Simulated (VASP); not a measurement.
A run of VASP 6.6.1 is set up as follows.

The input POSCAR:

```
SiC
1.0
    0.0000000000      2.1495504440      2.1495504440
    2.1495504440      0.0000000000      2.1495504440
    2.1495504440      2.1495504440      0.0000000000
Si C
1 1
Direct
    0.0000000000      0.0000000000      0.0000000000
    0.7500000000      0.7500000000      0.7500000000
```

File INCAR.step1:

```
ALGO     = Normal         # electronic algorithm
EDIFF    = 1E-5           # SCF threshold, eV
ENCUT    = 660            # plane-wave cutoff, eV
GGA      = PE             # functional
GGA_COMPAT= False        
ISMEAR   = -1             # smearing method
LASPH    = True           # aspherical terms in the spheres
LCHARG   = False          # write CHGCAR
LREAL    = False          # projectors in reciprocal space
LWAVE    = True           # write WAVECAR
NBANDS   = 11             # bands
NELM     = 120            # most SCF steps
PREC     = Accurate       # precision mode
SIGMA    = 0.05           # smearing width, eV
```

INCAR.step2

```
ALGO     = Normal         # electronic algorithm
EDIFF    = 1E-6           # SCF threshold, eV
ENCUT    = 660            # plane-wave cutoff, eV
GGA_COMPAT= False        
ISIF     = 2              # what is computed and relaxed
ISMEAR   = -1             # smearing method
ISTART   = 1            
LASPH    = True           # aspherical terms in the spheres
LCHARG   = False          # write CHGCAR
LMIXTAU  = True         
LREAL    = False          # projectors in reciprocal space
LWAVE    = False          # write WAVECAR
METAGGA  = R2SCAN         # meta-GGA
NBANDS   = 11             # bands
NELM     = 120            # most SCF steps
PREC     = Accurate       # precision mode
SIGMA    = 0.05           # smearing width, eV
```

The input KPOINTS:

```
k-points
0
Gamma
  10 10 10
```

Potentials or basis: VASP PAW PBE potentials, release 64 (Si, C).

Run with:

```console
$ cat potpaw_PBE.64/Si/POTCAR potpaw_PBE.64/C/POTCAR > POTCAR
$ cp INCAR.step1 INCAR
$ mpirun -np 1 vasp_std > vasp.out
$ cp INCAR.step2 INCAR
$ mpirun -np 1 vasp_std > vasp.out
```

Task: Estimate the band gap on the k mesh.

Result: 1.70 eV (least direct gap 5.11 eV).

Task: What does it give for the pressure?

Result: 9.3 GPa.

Caveat: the cell stands under pressure; the PAW data sets were made with another functional, which shifts forces and pressure a little. A k mesh can miss the band edges.
